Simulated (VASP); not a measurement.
A run of VASP 6.6.1 is set up as follows.

File INCAR:

```
ALGO = Normal ; EDIFF = 1E-6
ENCUT = 520 ; GGA = PS
ISIF = 2 ; ISMEAR = 0
LASPH = True ; LCHARG = True
LELF = True ; LREAL = False
LVHAR = True ; LWAVE = False
NBANDS = 15 ; NELM = 80
PREC = Accurate ; SIGMA = 0.1
```

File KPOINTS:

```
k-points
0
Gamma
  16 16 16
```

The input POSCAR:

```
TaN
1.0
    0.0000000000      2.1878447014      2.1878447014
    2.1878447014      0.0000000000      2.1878447014
    2.1878447014      2.1878447014      0.0000000000
Ta N
1 1
Direct
    0.5000000000      0.5000000000      0.5000000000
    0.0000000000      0.0000000000      0.0000000000
```

Potentials or basis: VASP PAW PBE potentials, release 64 (Ta_pv, N).

Launch:

```bash
$ cat potpaw_PBE.64/Ta_pv/POTCAR potpaw_PBE.64/N/POTCAR > POTCAR
$ mpirun -np 1 vasp_std > vasp.out
```

(1) Estimate the pressure.

(2) Estimate the band gap on the k mesh.

## Answers

(1) 1.0 GPa.

(2) zero (band 8 reaches 11.50 eV, above the bottom of band 9 at 7.38 eV).

Caveat: the PAW data sets were made with another functional, which shifts forces and pressure a little; spin-orbit coupling is left out, which moves the levels of the heavy elements.
